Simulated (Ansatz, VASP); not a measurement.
# One calculation of Na, two programs

```
CELL_PARAMETERS angstrom
-2.11750 2.11750 2.18102
2.11750 -2.11750 2.18102
2.11750 2.11750 -2.18102
ATOMIC_POSITIONS crystal
Na 0.00000 0.00000 0.00000
```

Change from the starting cell: zz strain of +3 %, crystal datasets.

Alike in both runs: task electric field gradients; functional PBEsol; k mesh 12 × 12 × 12; occupations fermi-dirac, width 0.05 eV; no spin polarisation.

|  | VASP | Ansatz |
| --- | --- | --- |
| version | VASP 6.6.1 | Ansatz 0.2.0 |
| potentials or method | VASP PAW PBE potentials, release 64 (Na_pv), cutoff 520 eV | all-electron PAW with datasets made for the crystal, scalar-relativistic |

```tsv
	VASP	Ansatz	Ansatz less VASP
pressure (GPa)	-0.5	-0.5	+0.01
```

VASP's potentials were made for PBE, not for PBEsol. Ansatz ran all-electron here, and VASP with PAW potentials.
